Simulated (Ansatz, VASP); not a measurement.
GaP in VASP and in Ansatz

File POSCAR:

```
GaP
1.0
    0.0000000000      2.2935360027      2.2935360027
    2.2935360027      0.0000000000      2.2935360027
    2.2935360027      2.2935360027      0.0000000000
Ga P
1 1
Direct
    0.0000000000      0.0000000000      0.0000000000
    0.5000000000      0.5000000000      0.5000000000
```

INCAR.step1

```
ALGO = Normal
EDIFF = 1E-4
ENCUT = 520
GGA = PE
ISMEAR = -1
LASPH = True
LCHARG = False
LREAL = False
LWAVE = True
NBANDS = 16
NELM = 60
PREC = Accurate
SIGMA = 0.05
```

The input INCAR.step2:

```
ALGO = Normal
EDIFF = 1E-6
ENCUT = 520
ISIF = 2
ISMEAR = -1
ISTART = 1
LASPH = True
LCHARG = False
LMIXTAU = True
LREAL = False
LWAVE = False
METAGGA = R2SCAN
NBANDS = 16
NELM = 60
PREC = Accurate
SIGMA = 0.05
```

The input KPOINTS:

```
k-points
0
Gamma
  14 14 14
```

Input for Ansatz:

```yaml
crystal:
  lattice:
    - [0.0, 2.2935360027, 2.2935360027]
    - [2.2935360027, 0.0, 2.2935360027]
    - [2.2935360027, 2.2935360027, 0.0]
  atoms:
    - { symbol: Ga, position: [0.0, 0.0, 0.0] }
    - { symbol: P, position: [0.5, 0.5, 0.5] }
kpoints:
  mp_grid: { grid: [14, 14, 14] }
scf:
  occupations: { method: fermi_dirac, width: 0.05 }
hamiltonian:
  xc: r2scan
  pseudopotentials: { kind: paw }
output:
  forces: true
  stress: true
  eigenvalues: true
  populations: true
  write_density: true
  write_potential: true
  elf: true
  volumetric_format: npy
```

Change from the starting cell: volume scaled by 0.72, PAW files.

Alike in both runs: task single point; functional r2SCAN; k mesh 14 × 14 × 14; occupations fermi-dirac, width 0.05 eV; no spin polarisation.

|  | VASP | Ansatz |
| --- | --- | --- |
| version | VASP 6.6.1 | Ansatz 0.2.0 |
| potentials or method | VASP PAW PBE potentials, release 64 (Ga_d, P) | PAW with Ansatz's default frozen-core files, scalar-relativistic |
| plane-wave cutoff (eV) | 520 | 500 |
| valence electrons in the cell | 18 | 18 |

|  | VASP | Ansatz | Ansatz less VASP |
| --- | --- | --- | --- |
| pressure (GPa) | 66.6 | 66.8 | +0.19 |

VASP's potentials were made for PBE, not for r2SCAN. Both programs put the cell under a high pressure, so it lies far from rest at this level.

Noted on VASP's run: the cell as given lies far from equilibrium.
